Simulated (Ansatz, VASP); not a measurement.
**Two plane-wave programs on MoS2**

File INCAR:

```
SYSTEM = MoS2
  ALGO = Normal
  EDIFF = 1E-6
  ENCUT = 520
  GGA = PS
  ISIF = 2
  ISMEAR = 0
  LASPH = .TRUE.
  LCHARG = .FALSE.
  LREAL = .FALSE.
  LWAVE = .FALSE.
  NBANDS = 20
  NELM = 60
  PREC = Accurate
  SIGMA = 0.15
```

KPOINTS

```
k-points
0
G
  18 18 8
  0 0 0
```

File POSCAR:

```
MoS2
1.0
    3.1411847469      0.0000000000      0.0000000000
   -1.5705923735      2.7203457888      0.0000000000
    0.0000000000      0.0000000000      6.1247114470
Mo S
1 2
Direct
    0.0000000000      0.0000000000      0.5000000000
    0.3333333333      0.6666666667      0.2247352191
    0.6666666667      0.3333333333      0.7426101813
```

Input for Ansatz:

```yaml
crystal:
  lattice:
    - [3.1411847469, 0.0, 0.0]
    - [-1.5705923735, 2.7203457888, 0.0]
    - [0.0, 0.0, 6.124711447]
  atoms:
    - { symbol: Mo, position: [0.0, 0.0, 0.5] }
    - { symbol: S, position: [0.3333333333, 0.6666666667, 0.2247352191] }
    - { symbol: S, position: [0.6666666667, 0.3333333333, 0.7426101813] }
basis:
  ecutwfc: 420
kpoints:
  mp_grid: { grid: [18, 18, 8] }
hamiltonian:
  xc: pbesol
scf:
  occupations: { method: gaussian, width: 0.15 }
output:
  forces: true
  stress: true
  eigenvalues: true
```

Change from the starting cell: all S atoms moved -0.100 Å, as atom 2 along Cartesian [0 0 1].

Alike in both runs: task single point; functional PBEsol; k mesh 18 × 18 × 8; occupations gaussian, width 0.15 eV; no spin polarisation.

|  | VASP | Ansatz |
| --- | --- | --- |
| version | VASP 6.6.1 | Ansatz 0.2.0 |
| potentials or method | VASP PAW PBE potentials, release 64 (Mo_sv, S), cutoff 520 eV | scalar-relativistic, plane waves, PAW |
| valence electrons in the cell | 26 | 26 |

```csv
,VASP,Ansatz,Ansatz less VASP
gap on the k mesh at the Fermi level (eV),none,none,-
pressure (GPa),0.9,0.8,-0.02
"traceless stress, the component that is largest in VASP (GPa)",-0.13,-0.15,-0.026
rms of the force components (eV/Å),0.911,0.909,-0.0024
```

VASP's potentials were made for PBE, not for PBEsol. Atom by atom the forces differ by 0.003 eV/Å (rms over components). A gap of «none» marks a metal or a gap that the smearing closes.
